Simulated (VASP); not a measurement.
# Rh (P6_3/mmc) in VASP: a series of runs

The runs below take Rh through single point, with r2SCAN.

Program: VASP 6.6.1. These are calculated values, not measurements. Logs are shortened: lines on timing, memory, paths and dates and some standing lists are left out, and cuts for length are marked.

**1. The cell of the first run**

It takes space group P6_3/mmc (No. 194, hexagonal). Conventional cell: a = 2.765 Å, b = 2.765 Å, c = 8.303 Å, α = 90.00°, β = 90.00°, γ = 120.00°. Within 3.5 Å of Rh (site symmetry -3m) lie 12 Rh at 2.62 to 2.76 Å. Rh (site symmetry -6m2) has 12 Rh at 2.62 to 2.76 Å within 3.5 Å.

This isn't the form of Rh at room conditions, which is fcc.

**2. Single point, r2SCAN**

Input file POSCAR:

```
Rh
1.0
    2.7646298111      0.0000000000      0.0000000000
   -1.3823149055      2.3942396485      0.0000000000
    0.0000000000      0.0000000000      8.3027975819
Rh
4
Direct
    0.0000000000      0.0000000000      0.0000000000
    0.3333333333      0.6666666667      0.2500000000
    0.0000000000      0.0000000000      0.5000000000
    0.6666666667      0.3333333333      0.7500000000
```

Input file INCAR.step1:

```
SYSTEM = Rh
PREC     = Accurate       ! precision mode
ENCUT    = 520            ! plane-wave cutoff, eV
ISMEAR   = 0              ! smearing method
SIGMA    = 0.15           ! smearing width, eV
LREAL    = .False.        ! projectors in reciprocal space
LASPH    = .True.         ! aspherical terms in the spheres
NELM     = 60             ! most SCF steps
NBANDS   = 38             ! bands
GGA      = PE             ! functional
ALGO     = Normal         ! electronic algorithm
EDIFF    = 1E-4           ! SCF threshold, eV
LWAVE    = .True.         ! write WAVECAR
LCHARG   = .False.        ! write CHGCAR
```

Input file INCAR.step2:

```
SYSTEM = Rh
PREC     = Accurate       ! precision mode
ENCUT    = 520            ! plane-wave cutoff, eV
EDIFF    = 1E-7           ! SCF threshold, eV
ISMEAR   = 0              ! smearing method
SIGMA    = 0.15           ! smearing width, eV
LREAL    = .False.        ! projectors in reciprocal space
LASPH    = .True.         ! aspherical terms in the spheres
NELM     = 60             ! most SCF steps
ALGO     = Normal         ! electronic algorithm
ISIF     = 2              ! what is computed and relaxed
LWAVE    = .False.        ! write WAVECAR
LCHARG   = .True.         ! write CHGCAR
METAGGA  = R2SCAN         ! meta-GGA
LMIXTAU  = .True.       
LELF     = .True.         ! ELF
LVHAR    = .True.       
NBANDS   = 38             ! bands
ISTART   = 1
```

Input file KPOINTS:

```
Automatic mesh
0
Gamma
  24 24 6
  0 0 0
```

Potentials or basis: VASP PAW PBE potentials, release 64 (Rh_pv).

Launch:

```bash
$ cat potpaw_PBE.64/Rh_pv/POTCAR > POTCAR
$ cp INCAR.step1 INCAR
$ mpirun -np 1 vasp_std > vasp.out
$ cp INCAR.step2 INCAR
$ mpirun -np 1 vasp_std > vasp.out
```

OUTCAR:

```text
SYSTEM = Rh
   PREC = Accurate
   ENCUT = 520
   EDIFF = 1E-7
   ISMEAR = 0
   LREAL = .False.
   LASPH = .True.
   NELM = 60
   ISIF = 2
   METAGGA = R2SCAN
   ISTART = 1

 ion  position               nearest neighbor table
   1  0.000  0.000  0.000-   2 2.62   4 2.62   2 2.62   4 2.62   4 2.62   2 2.62
   2  0.333  0.667  0.250-   1 2.62   3 2.62   1 2.62   3 2.62   1 2.62   3 2.62
   3  0.000  0.000  0.500-   2 2.62   4 2.62   2 2.62   4 2.62   4 2.62   2 2.62
   4  0.667  0.333  0.750-   1 2.62   3 2.62   1 2.62   3 2.62   1 2.62   3 2.62

  LATTYP: Found a hexagonal cell.
 ALAT       =     2.7646298111
 C/A-ratio  =     3.0032221850

  Lattice vectors:

 A1 = (   2.7646298111,   0.0000000000,   0.0000000000)
 A2 = (  -1.3823149055,   2.3942396485,   0.0000000000)
 A3 = (   0.0000000000,   0.0000000000,   8.3027975819)

Analysis of symmetry for initial positions (statically):
=====================================================================
 Subroutine PRICEL returns:
 Original cell was already a primitive cell.

 Routine SETGRP: Setting up the symmetry group for a
 hexagonal supercell.

 Subroutine GETGRP returns: Found 24 space group operations
 (whereof 12 operations were pure point group operations)
 out of a pool of 24 trial point group operations.

The static configuration has the point symmetry D_3d.
 The point group associated with its full space group is D_6h.

Analysis of symmetry for dynamics (positions and initial velocities):
=====================================================================
 Subroutine PRICEL returns:
 Original cell was already a primitive cell.

 Routine SETGRP: Setting up the symmetry group for a
 hexagonal supercell.

 Subroutine GETGRP returns: Found 24 space group operations
 (whereof 12 operations were pure point group operations)
 out of a pool of 24 trial point group operations.

The dynamic configuration has the point symmetry D_3d.
 The point group associated with its full space group is D_6h.

 Subroutine INISYM returns: Found 24 space group operations
 (whereof 12 operations are pure point group operations),
 and found     1 'primitive' translations

----------------------------------------------------------------------------------------

                                     Primitive cell

  volume of cell :      54.9578

  direct lattice vectors                    reciprocal lattice vectors
     2.764629811  0.000000000  0.000000000     0.361712080  0.208834567  0.000000000
    -1.382314905  2.394239649  0.000000000     0.000000000  0.417669134  0.000000000
     0.000000000  0.000000000  8.302797582     0.000000000  0.000000000  0.120441332

  length of vectors
     2.764629811  2.764629811  8.302797582     0.417669134  0.417669134  0.120441332

  position of ions in fractional coordinates (direct lattice)
     0.000000000  0.000000000  0.000000000
     0.333333333  0.666666667  0.250000000
     0.000000000  0.000000000  0.500000000
     0.666666667  0.333333333  0.750000000

  ion indices of the primitive-cell ions
   primitive index   ion index
                 1           1
                 2           2
                 3           3
                 4           4

----------------------------------------------------------------------------------------

 KPOINTS: Automatic mesh

Automatic generation of k-mesh.
 Grid dimensions read from file:
 generate k-points for:   24   24    6

 Generating k-lattice:

  Cartesian coordinates                     Fractional coordinates (reciprocal lattice)
     0.015071337  0.008701440  0.000000000     0.041666667 -0.000000000  0.000000000
     0.000000000  0.017402881  0.000000000     0.000000000  0.041666667  0.000000000
     0.000000000  0.000000000  0.020073555     0.000000000  0.000000000  0.166666667

  Length of vectors
     0.017402881  0.017402881  0.020073555

  Shift w.r.t. Gamma in fractional coordinates (k-lattice)
     0.000000000  0.000000000  0.000000000

 Subroutine IBZKPT returns following result:
 ===========================================

 Found    244 irreducible k-points:

 Following reciprocal coordinates:
            Coordinates               Weight
  0.000000  0.000000  0.000000      1.000000
  0.041667  0.000000  0.000000      6.000000
  0.083333  0.000000  0.000000      6.000000
  0.125000 -0.000000  0.000000      6.000000
  0.166667 -0.000000  0.000000      6.000000
  0.208333 -0.000000  0.000000      6.000000
[... 16 lines left out ...]
  0.416667  0.041667  0.000000     12.000000
  0.458333  0.041667  0.000000     12.000000
 [... further k-points ...]
   k-points           NKPTS =    244   k-points in BZ     NKDIM =    244   number of bands    NBANDS=     38
   number of dos      NEDOS =    301   number of ions     NIONS =      4
   total plane-waves  NPLWV =  36864
   dimension x,y,z NGX =    24 NGY =   24 NGZ =   64
   dimension x,y,z NGXF=    48 NGYF=   48 NGZF=  128
   ions per type =               4
   NGX,Y,Z   is equivalent  to a cutoff of  14.43, 14.43, 12.81 a.u.
   NGXF,Y,Z  is equivalent  to a cutoff of  28.86, 28.86, 25.63 a.u.
 SYSTEM =  Rh
   PREC   = accura    normal or accurate (medium, high low for compatibility)
   ISTART =      1    job   : 0-new  1-cont  2-samecut
   ICHARG =      0    charge: 1-file 2-atom 10-const
   ISPIN  =      1    spin polarized calculation?
   LNONCOLLINEAR =      F non collinear calculations
   LSORBIT =      F    spin-orbit coupling
   LASPH  =      T    aspherical Exc in radial PAW
   ENCUT  =  520.0 eV  38.22 Ry    6.18 a.u.   5.14  5.14 15.44*2*pi/ulx,y,z
   NELM   =     60;   NELMIN=  2; NELMDL=  0     # of ELM steps
   EDIFF  = 0.1E-06   stopping-criterion for ELM
   LREAL  =      F    real-space projection
   EDIFFG = 0.1E-05   stopping-criterion for IOM
   NSW    =      0    number of steps for IOM
   IBRION =     -1    ionic relax: 0-MD 1-quasi-New 2-CG
   NFREE  =      0    steps in history (QN), initial steepest desc. (CG)
   ISIF   =      2    stress and relaxation
   ISYM   =      2    0-nonsym 1-usesym 2-fastsym
   POTIM  = 0.5000    time-step for ionic-motion
   TEBEG  =    0.0;   TEEND  =   0.0 temperature during run
   PSTRESS=    0.0 pullay stress
   NELECT =      60.0000    total number of electrons
   NUPDOWN=      -1.0000    fix difference up-down
   EMIN   =  10.00;   EMAX   =-10.00  energy-range for DOS
   EFERMI =   0.00;   METHOD = LEGACY
   ISMEAR =     0;   SIGMA  =   0.15  broadening in eV -4-tet -1-fermi 0-gaus
   EFERMI_NEDOS =   21; number of points for ismear=-14 and -15
   IALGO  =     38    algorithm
   IMIX   =      4    mixing-type and parameters
     AMIX     =   0.40;   BMIX     =  1.00
     AMIX_MAG =   1.60;   BMIX_MAG =  1.00
  volume/ion in A,a.u.               =      13.74        92.72
  Fermi-wavevector in a.u.,A,eV,Ry     =   1.685708  3.185525 38.662450  2.841610
  Thomas-Fermi vector in A             =   2.768503
   LORBIT       =      0    0 simple, 1 ext, 2 COOP (PROOUT), +10 PAW based schemes
   METAGGA = R2SCAN    functional components
   LHFCALC =     F    Hartree Fock is set to
   AEXX    =    0.0000 exact exchange contribution
   IVDW    =     0    specifies the selected vdW correction
   LEPSILON=     F    determine dielectric tensor
   LRPA    =     F    only Hartree local field effects (RPA)
 non-spin polarized calculation
 Gauss-broadening in eV      SIGMA  =   0.15
  energy-cutoff  :      520.00
  volume of cell :       54.96
 maximum number of plane-waves:      1498
 NGX is ok and might be reduce to    24

 number of electron      60.0000018 magnetization

 Free energy of the ion-electron system (eV)
  ---------------------------------------------------
  ext. energy  EPLUGINS =         0.00000000
  ---------------------------------------------------
  free energy    TOTEN  =       -96.22732370 eV

  energy without entropy =      -96.16078946  energy(sigma->0) =      -96.19405658

 E-fermi :  11.7971     XC(G=0): -15.1983

 val. band max:       11.7942241106   @ k =   0.3750   0.0417   0.3333
 cond. band min:      11.7978770487   @ k =   0.1667  -0.0000   0.3333
 fundamental gap:      0.0036529381
 Fermi energy:        11.7971471102

 k-point     1 :       0.0000    0.0000    0.0000
  band No.  band energies     occupation
      1     -36.9555      2.00000
      2     -36.4920      2.00000
      3     -36.4901      2.00000
      4     -36.1928      2.00000
      5     -36.1928      2.00000
      6     -36.1259      2.00000
[... 30 lines left out ...]
     37      22.1250      0.00000
     38      26.8578      0.00000

 k-point     2 :       0.0417    0.0000    0.0000
  band No.  band energies     occupation
      1     -36.9510      2.00000
      2     -36.4950      2.00000
      3     -36.4927      2.00000
      4     -36.2004      2.00000
      5     -36.1958      2.00000
      6     -36.1296      2.00000
[... 30 lines left out ...]
     37      22.1132      0.00000
     38      26.9392      0.00000

 k-point     3 :       0.0833    0.0000    0.0000
  band No.  band energies     occupation
      1     -36.9375      2.00000
      2     -36.5044      2.00000
      3     -36.5008      2.00000
      4     -36.2223      2.00000
      5     -36.2044      2.00000
      6     -36.1409      2.00000
[... 30 lines left out ...]
     37      22.0794      0.00000
     38      27.1610      0.00000

 k-point     4 :       0.1250   -0.0000    0.0000
  band No.  band energies     occupation
      1     -36.9157      2.00000
      2     -36.5213      2.00000
      3     -36.5149      2.00000
      4     -36.2559      2.00000
      5     -36.2178      2.00000
      6     -36.1593      2.00000
[... 30 lines left out ...]
     37      22.0281      0.00000
     38      27.4345      0.00000
[... 703 lines left out ...]
      4     -36.5423      2.00000
      5     -36.4826      2.00000
      6     -36.3395      2.00000
[... 30 lines left out ...]
     37      21.7514      0.00000
     38      22.0967      0.00000

 k-point    23 :       0.4167    0.0417    0.0000
  band No.  band energies     occupation
      1     -36.7951      2.00000
      2     -36.7836      2.00000
      3     -36.5656      2.00000
      4     -36.5236      2.00000
      5     -36.5136      2.00000
      6     -36.3624      2.00000
[... 30 lines left out ...]
     37      21.5279      0.00000
     38      21.6487      0.00000

 k-point    24 :       0.4583    0.0417    0.0000
  band No.  band energies     occupation
      1     -36.8085      2.00000
      2     -36.7932      2.00000
      3     -36.5776      2.00000
      4     -36.5297      2.00000
      5     -36.4706      2.00000
      6     -36.4130      2.00000
[... 30 lines left out ...]
     37      21.2093      0.00000
     38      21.2577      0.00000

 [... further k-points ...]

------------------------ aborting loop because EDIFF is reached ----------------------------------------

  FORCE on cell =-STRESS in cart. coord.  units (eV):
  Direction    XX          YY          ZZ          XY          YZ          ZX
  --------------------------------------------------------------------------------------
  -------------------------------------------------------------------------------------
  Total       -1.7752815     -1.7752815      7.4325208     -0.0000000      0.0000000      0.0000000
  in kB      -51.7545750    -51.7545750    216.6794185     -0.0000000      0.0000000      0.0000000
  external PRESSURE =      37.7234228 kB  Pullay stress =       0.0000000 kB

 VOLUME and BASIS-vectors are now :
 -----------------------------------------------------------------------------
  energy-cutoff  :      520.00
  volume of cell :       54.96
      direct lattice vectors                 reciprocal lattice vectors
     2.764629811  0.000000000  0.000000000     0.361712080  0.208834567  0.000000000
    -1.382314905  2.394239649  0.000000000     0.000000000  0.417669134  0.000000000
     0.000000000  0.000000000  8.302797582     0.000000000  0.000000000  0.120441332

 POSITION                                       TOTAL-FORCE (eV/Angst)
 -----------------------------------------------------------------------------------
      0.00000      0.00000      0.00000         0.000000      0.000000      0.000000
     -0.00000      1.59616      2.07570        -0.000000      0.000000      0.000000
      0.00000      0.00000      4.15140         0.000000      0.000000      0.000000
      1.38231      0.79808      6.22710         0.000000     -0.000000     -0.000000
 -----------------------------------------------------------------------------------
    total drift:                               -0.000000      0.000000     -0.000000

  FREE ENERGIE OF THE ION-ELECTRON SYSTEM (eV)
  ---------------------------------------------------
  free  energy   TOTEN  =       -96.2273237034 eV

  energy  without entropy=      -96.1607894600  energy(sigma->0) =      -96.19405658
```

Run time: 25 min. Hardware: 1 thread of Intel Xeon 8259CL, shared host; peak memory 0.46 GiB.

What came out:

* Free energy: -96.2273 eV
* Pressure: 3.8 GPa
* Band gap on the k mesh: zero (bands 30 and 31 overlap by 1.93 eV)

Stress tensor (GPa, compression positive):
```
-5.18  0.00  0.00
 0.00 -5.18  0.00
 0.00  0.00 21.67
```

Caveat: the stress differs along the axes, from -5 to 22 GPa; the PAW data sets were made with another functional, which shifts forces and pressure a little.

**3. Single point, r2SCAN**

This run uses another cell than the first one, of the same volume but with other edges.

Input file POSCAR:

```
Rh
1.0
    2.7256861757      0.0000000000      0.0000000000
   -1.3628430878      2.3605134709      0.0000000000
    0.0000000000      0.0000000000      8.5417473308
Rh
4
Direct
    0.0000000000      0.0000000000      0.0000000000
    0.3333333333      0.6666666667      0.2500000000
    0.0000000000      0.0000000000      0.5000000000
    0.6666666667      0.3333333333      0.7500000000
```

Input file INCAR.step1:

```
SYSTEM = Rh
PREC = Accurate ; ENCUT = 520
ISMEAR = 0 ; SIGMA = 0.15
LREAL = .False. ; LASPH = .True.
NELM = 80 ; NBANDS = 38
GGA = PE ; ALGO = Normal
EDIFF = 1E-4 ; LWAVE = .True.
LCHARG = .False.
```

Input file INCAR.step2:

```
SYSTEM = Rh
PREC = Accurate ; ENCUT = 520
EDIFF = 1E-6 ; ISMEAR = 0
SIGMA = 0.15 ; LREAL = .False.
LASPH = .True. ; NELM = 80
ALGO = Normal ; ISIF = 2
LWAVE = .False. ; LCHARG = .False.
METAGGA = R2SCAN ; LMIXTAU = .True.
NBANDS = 38 ; ISTART = 1
```

Input file KPOINTS:

```
regular mesh
0
Gamma
  24 24 6
  0 0 0
```

Potentials or basis: VASP PAW PBE potentials, release 64 (Rh_pv).

Launch:

```bash
$ cat potpaw_PBE.64/Rh_pv/POTCAR > POTCAR
$ cp INCAR.step1 INCAR
$ mpirun -np 1 vasp_std > vasp.out
$ cp INCAR.step2 INCAR
$ mpirun -np 1 vasp_std > vasp.out
```

Run time: 32 min. Hardware: 1 thread of Intel Xeon 8259CL, shared host; peak memory 0.43 GiB.

The run converged. Its results:

```yaml
Free_energy: -96.4264 eV
Pressure: 1.9 GPa
Band_gap_on_the_k_mesh: zero (bands 30 and 31 overlap by 1.96 eV)
```

Stress tensor (GPa, compression positive):
```
-2.66  0.00  0.00
 0.00 -2.66  0.00
 0.00  0.00 11.13
```

Levels at points of the mesh, in eV from the Fermi level:
| k point | band 28 | band 29 | band 30 | band 31 | band 32 | band 33 |
| --- | --- | --- | --- | --- | --- | --- |
| (0.00, 0.00, 0.00) | -1.70 | -1.70 | -1.09 | -1.09 | -0.37 | -0.37 |
| (0.50, 0.00, 0.00) | 0.49 | 0.65 | 0.72 | 0.90 | 0.93 | 1.29 |
| (0.00, 0.00, 0.50) | -1.30 | -1.30 | -1.30 | -0.76 | -0.76 | 0.07 |
| (0.50, 0.00, 0.50) | -0.14 | 0.40 | 0.40 | 0.71 | 0.71 | 2.97 |

Caveat: the stress differs along the axes, from -3 to 11 GPa; the PAW data sets were made with another functional, which shifts forces and pressure a little.
